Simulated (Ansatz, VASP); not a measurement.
# One calculation of Hf6Al2O15, two programs

Contents of INCAR:

```
  ALGO = Normal
  EDIFF = 1E-6
  ENCUT = 520
  GGA = PS
  ISIF = 2
  ISMEAR = 0
  LASPH = T
  LCHARG = T
  LELF = T
  LREAL = Auto
  LVHAR = T
  LWAVE = F
  NBANDS = 95
  NELM = 100
  PREC = Accurate
  SIGMA = 0.1
```

KPOINTS

```
k-points
0
Gamma
  2 4 4
```

Contents of POSCAR:

```
Hf6Al2O15
1.0
   10.1883500200      0.0000000000      0.0000000000
    0.0000000000      5.1506447000      0.0000000000
   -0.8761689800      0.0000000000      5.2029535000
Al Hf O
2 6 15
Direct
    0.1380678900      0.4580646800      0.7079073300
    0.8619321100      0.5419353200      0.2920926700
    0.6380678900      0.4580646800      0.7079073300
    0.3619321100      0.9580646800      0.7920926700
    0.8619321100      0.9580646800      0.7920926700
    0.3619321100      0.5419353200      0.2920926700
    0.1380678900      0.0419353200      0.2079073300
    0.6380678900      0.0419353200      0.2079073300
    0.2239989100      0.7425259500      0.9785779900
    0.7239989100      0.7425259500      0.9785779900
    0.2760010900      0.2425259500      0.5214220100
    0.7760010900      0.2425259500      0.5214220100
    0.2760010900      0.2574740500      0.0214220100
    0.7760010900      0.2574740500      0.0214220100
    0.2239989100      0.7574740500      0.4785779900
    0.7239989100      0.7574740500      0.4785779900
    0.5341803900      0.3307588800      0.3462527800
    0.4658196100      0.8307588800      0.1537472200
    0.9658196100      0.8307588800      0.1537472200
    0.4658196100      0.6692411200      0.6537472200
    0.9658196100      0.6692411200      0.6537472200
    0.0341803900      0.1692411200      0.8462527800
    0.5341803900      0.1692411200      0.8462527800
```

Input for Ansatz:

```yaml
crystal:
  lattice:
    - [10.18835002, 0.0, 0.0]
    - [0.0, 5.1506447, 0.0]
    - [-0.87616898, 0.0, 5.2029535]
  atoms:
    - { symbol: Al, position: [0.13806789, 0.45806468, 0.70790733] }
    - { symbol: Hf, position: [0.63806789, 0.45806468, 0.70790733] }
    - { symbol: Hf, position: [0.36193211, 0.95806468, 0.79209267] }
    - { symbol: Hf, position: [0.86193211, 0.95806468, 0.79209267] }
    - { symbol: Hf, position: [0.36193211, 0.54193532, 0.29209267] }
    - { symbol: Al, position: [0.86193211, 0.54193532, 0.29209267] }
    - { symbol: Hf, position: [0.13806789, 0.04193532, 0.20790733] }
    - { symbol: Hf, position: [0.63806789, 0.04193532, 0.20790733] }
    - { symbol: O, position: [0.22399891, 0.74252595, 0.97857799] }
    - { symbol: O, position: [0.72399891, 0.74252595, 0.97857799] }
    - { symbol: O, position: [0.27600109, 0.24252595, 0.52142201] }
    - { symbol: O, position: [0.77600109, 0.24252595, 0.52142201] }
    - { symbol: O, position: [0.27600109, 0.25747405, 0.02142201] }
    - { symbol: O, position: [0.77600109, 0.25747405, 0.02142201] }
    - { symbol: O, position: [0.22399891, 0.75747405, 0.47857799] }
    - { symbol: O, position: [0.72399891, 0.75747405, 0.47857799] }
    - { symbol: O, position: [0.53418039, 0.33075888, 0.34625278] }
    - { symbol: O, position: [0.46581961, 0.83075888, 0.15374722] }
    - { symbol: O, position: [0.96581961, 0.83075888, 0.15374722] }
    - { symbol: O, position: [0.46581961, 0.66924112, 0.65374722] }
    - { symbol: O, position: [0.96581961, 0.66924112, 0.65374722] }
    - { symbol: O, position: [0.03418039, 0.16924112, 0.84625278] }
    - { symbol: O, position: [0.53418039, 0.16924112, 0.84625278] }
basis:
  ecutwfc: 420
kpoints:
  mp_grid: { grid: [2, 4, 4] }
hamiltonian:
  xc: pbesol
  pseudopotentials: { kind: paw, azcp: { folder: soft_1 } }
scf:
  occupations: { method: gaussian, width: 0.1 }
output:
  forces: true
  stress: true
  eigenvalues: true
```

Alike in both runs: task single point; functional PBEsol; k mesh 2 × 4 × 4; occupations gaussian, width 0.1 eV; no spin polarisation.

|  | VASP | Ansatz |
| --- | --- | --- |
| version | VASP 6.6.1 | Ansatz 0.2.0 |
| potentials or method | VASP PAW PBE potentials, release 64 (Al, Hf_pv, O), cutoff 520 eV | scalar-relativistic, plane waves, PAW |
| valence electrons in the cell | 156 | 252 |

Ansatz gave:

```
gap on the k mesh at the Fermi level (eV) : 1.06
least direct gap on the mesh (eV)         : 1.06
pressure (GPa)                            : -8.2
rms of the force components (eV/Å)        : 1.107
```

**Question.** What did VASP give for the same quantities?

**Answer.** gap on the k mesh at the Fermi level (eV): 1.03; least direct gap on the mesh (eV): 1.03; pressure (GPa): -10.5; rms of the force components (eV/Å): 1.092.

VASP's potentials were made for PBE, not for PBEsol, and Ansatz warns of the same on its side. VASP's potentials hold 156 valence electrons a cell and Ansatz's 252, so a difference there can come from the potentials and not from the codes.

Spin-orbit coupling is off throughout.
